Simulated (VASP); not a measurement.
SnGe2: single point with PBE

The system is SnGe2.

```xyz
6
Lattice="4.2927 0.0000 0.0000 -2.1464 3.7176 0.0000 0.0000 0.0000 10.5484" Properties=species:S:1:pos:R:3 pbc="T T T"
Sn    2.1464    1.2392    2.1946
Sn    0.0000    2.4784    8.3538
Ge    0.0000    2.4784    5.6582
Ge    0.0000    0.0000    9.3047
Ge    2.1464    1.2392    4.8902
Ge    0.0000    0.0000    1.2437
```

```yaml
Program: VASP 6.6.1
Task: single point
Functional: PBE
Potentials_or_basis: VASP PAW PBE potentials, release 64 (Sn_d, Ge_d)
Cutoff: 520 eV
k_mesh: 12 × 12 × 4
Occupations: gaussian, width 0.1 eV
Spin: no spin polarisation
```

The pressure is 0.0 GPa and the largest force is 0.010 eV/Å. The band gap on the k mesh is zero (bands 42 and 43 overlap by 0.36 eV).

Forces on the atoms (eV/Å):
```
Sn   0.000  0.000 -0.005
Sn   0.000  0.000  0.005
Ge   0.000  0.000  0.008
Ge   0.000  0.000 -0.010
Ge   0.000  0.000 -0.008
Ge   0.000  0.000  0.010
```

Levels at points of the mesh, in eV from the Fermi level:
```tsv
k point	band 38	band 39	band 40	band 41	band 42	band 43	band 44	band 45	band 46	band 47
(0.00, 0.00, 0.00)	-1.20	-0.91	-0.91	-0.04	0.17	0.17	0.21	0.39	2.34	2.34
(0.50, 0.00, 0.00)	-2.66	-2.64	-2.60	-1.87	-1.43	0.68	0.78	1.19	1.65	3.32
(0.00, 0.00, 0.50)	-1.29	-0.67	-0.67	-0.53	-0.08	-0.08	0.40	1.15	2.75	2.75
(0.50, 0.00, 0.50)	-3.16	-2.48	-2.29	-1.24	-1.13	-0.19	1.01	1.17	2.38	2.43
```

It took 3.7 min on 1 thread of AMD EPYC 9R45 (Zen 5), on a shared host, peak memory 0.54 GiB.

Caveat: semilocal functionals underestimate gaps, and a narrow one can read as zero; spin-orbit coupling is left out, which moves the levels of the heavy elements.
